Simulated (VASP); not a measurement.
Here is a VASP 6.6.1 calculation.

INCAR

```
  PREC = Accurate
  ENCUT = 520
  EDIFF = 1E-6
  ISMEAR = -1
  SIGMA = 0.06122561905347299
  LREAL = F
  LASPH = T
  NELM = 80
  ALGO = Normal
  ISIF = 2
  LWAVE = F
  LCHARG = F
  GGA = PE
  NBANDS = 20
```

Contents of KPOINTS:

```
Automatic mesh
0
Gamma
  14 14 14
```

Contents of POSCAR:

```
MnO2
1.0
    0.0000000000      2.3098963861      2.3098963861
    2.3098963861      0.0000000000      2.3098963861
    2.3098963861      2.3098963861      0.0000000000
Mn O
1 2
Direct
    0.0000000000      0.0000000000      0.0000000000
    0.2500000000      0.2500000000      0.2500000000
    0.7500000000      0.7500000000      0.7500000000
```

Potentials or basis: VASP PAW PBE potentials, release 64 (Mn_pv, O).

Run with:

```bash
$ cat potpaw_PBE.64/Mn_pv/POTCAR potpaw_PBE.64/O/POTCAR > POTCAR
$ mpirun -np 1 vasp_std > vasp.out
```

Predict the pressure.

1.0 GPa.

Caveat: an odd number of electrons without spin polarisation forces a metal; a magnetic or distorted state may lie lower; the run has no spin polarisation, though such a crystal can be magnetic; semilocal functionals often make such compounds metallic where correlation or magnetic order opens a gap, which also shifts bond lengths. Spin polarisation is off, so any magnetic state and its effect on volume and gap are missing.
